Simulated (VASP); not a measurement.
## Cu: single point with PBE

Crystal: Cu.

```
Cu
1.0
     1.92253   -3.25834    0.00000
     1.92253    3.25834    0.00000
     0.00000    0.00000    3.85018
Cu
4
Direct
  0.15250 0.84750 0.07850
  0.65250 0.34750 0.42150
  0.84750 0.15250 0.92150
  0.34750 0.65250 0.57850
```

```yaml
Program: VASP 6.6.1
Task: single point
Functional: PBE
Potentials_or_basis: VASP PAW PBE potentials, release 64 (Cu)
Cutoff: 520 eV
k_mesh: 6 × 6 × 6
Occupations: gaussian, width 0.1 eV
Spin: no spin polarisation
```

```yaml
Pressure: 31.7 GPa
Largest_force: 1.353 eV/Å
Band_gap_on_the_k_mesh: zero (band 22 reaches 9.57 eV, above the bottom of band 23 at 6.45 eV)
```

Forces in eV/Å, atoms in the order of the input:
```
Cu   0.000 -1.319  0.298
Cu   0.000 -1.319 -0.298
Cu   0.000  1.319 -0.298
Cu   0.000  1.319  0.298
```

Stress tensor (GPa, compression positive):
```
23.00  0.00  0.00
 0.00 46.83  0.00
 0.00  0.00 25.12
```

Levels at points of the mesh, in eV from the Fermi level:
| k point | band 19 | band 20 | band 21 | band 22 | band 23 | band 24 | band 25 | band 26 |
| --- | --- | --- | --- | --- | --- | --- | --- | --- |
| (0.00, 0.00, 0.00) | -2.09 | -1.81 | -1.76 | 1.48 | 3.57 | 4.37 | 4.61 | 6.99 |
| (0.50, 0.00, 0.00) | -2.16 | -2.16 | -1.73 | -1.73 | 2.94 | 2.94 | 4.25 | 4.25 |
| (0.50, 0.50, 0.00) | -2.22 | -2.00 | -1.82 | -1.54 | 0.10 | 4.87 | 4.90 | 6.44 |
| (0.00, 0.00, 0.50) | -2.02 | -2.02 | -1.88 | -1.88 | 6.70 | 6.70 | 7.08 | 7.08 |
| (0.50, 0.00, 0.50) | -2.05 | -2.05 | -1.54 | -1.54 | -0.26 | -0.26 | 3.33 | 3.33 |
| (0.50, 0.50, 0.50) | -2.04 | -2.04 | -1.36 | -1.36 | -0.01 | -0.01 | 4.49 | 4.49 |

Run time: 71 s on 1 thread of AMD EPYC 9R45 (Zen 5) (shared host), peak memory 0.15 GiB.

Caveat: forces of over 1 eV/Å act on the atoms, so gaps and moduli don't describe the material at rest.
